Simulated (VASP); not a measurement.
The system is Be4H.

```
Be H
1.0
     2.27733    0.00000    0.00000
    -1.13866    1.97222    0.00000
     0.00000    0.00000    7.32270
Be H
4 1
Direct
  0.33333 0.66667 0.86586
  0.33333 0.66667 0.37680
  0.66667 0.33333 0.13414
  0.66667 0.33333 0.62320
  0.00000 0.00000 0.00000
```

```yaml
Program: VASP 6.6.1
Task: relaxation of cell and atoms
Functional: PBE
Potentials_or_basis: VASP PAW PBE potentials, release 64 (Be, H)
Cutoff: 600 eV
k_mesh: 12 × 12 × 4
Occupations: gaussian, width 0.1 eV
Spin: no spin polarisation
```

At the start: pressure 12.0 GPa; volume 6.58 Å³/atom.

Task: Where does the relaxation end?

Result: Over 28 steps the energy falls by 108.1 meV/atom and the volume is 7.28 Å³/atom (+10.7 %); space group P-3m1 (No. 164, to 0.05 Å).

The path:
```csv
step,energy change (eV),largest force (eV/Å),pressure (GPa),volume (Å³)
1,0.0000,0.6753,12.01,32.89
2,-0.1457,0.4598,2.58,35.29
3,-0.1651,0.3576,-2.02,36.80
4,-0.1653,0.3671,-1.61,36.65
5,-0.1834,0.2593,-1.01,36.47
6,-0.1994,0.1953,0.54,36.07
7,-0.2151,0.1554,0.43,36.15
8,-0.2697,0.5012,0.09,36.35
9,-0.2214,1.9218,1.03,36.70
10,-0.2867,0.8917,0.16,36.46
11,-0.2845,1.1952,0.26,36.54
12,-0.2881,1.0173,0.19,36.49
13,-0.2893,1.0321,0.19,36.50
14,-0.2923,1.0766,0.17,36.52
15,-0.2960,1.1642,0.17,36.56
16,-0.2982,1.3210,0.24,36.63
17,-0.3062,1.2909,0.20,36.64
18,-0.3303,1.2031,0.09,36.66
19,-0.3754,1.0441,-0.15,36.70
20,-0.4494,0.7397,-0.65,36.77
21,-0.5063,0.3335,-1.08,36.87
22,-0.5071,0.2925,-1.06,36.87
23,-0.5124,0.2701,-0.91,36.79
24,-0.5252,0.2006,-0.41,36.55
25,-0.5377,0.0527,0.70,36.09
26,-0.5380,0.0230,0.93,36.00
27,-0.5399,0.0138,0.34,36.17
28,-0.5407,0.0271,-0.49,36.41
```

Final structure:
```
Be H
1.0
     2.23876    0.00000    0.00000
    -1.11938    1.93882    0.00000
     0.00000    0.00000    8.38929
Be H
4 1
Direct
  0.33333 0.66667 0.82818
  0.33333 0.66667 0.39118
  0.66667 0.33333 0.17182
  0.66667 0.33333 0.60882
  0.00000 0.00000 0.00000
```
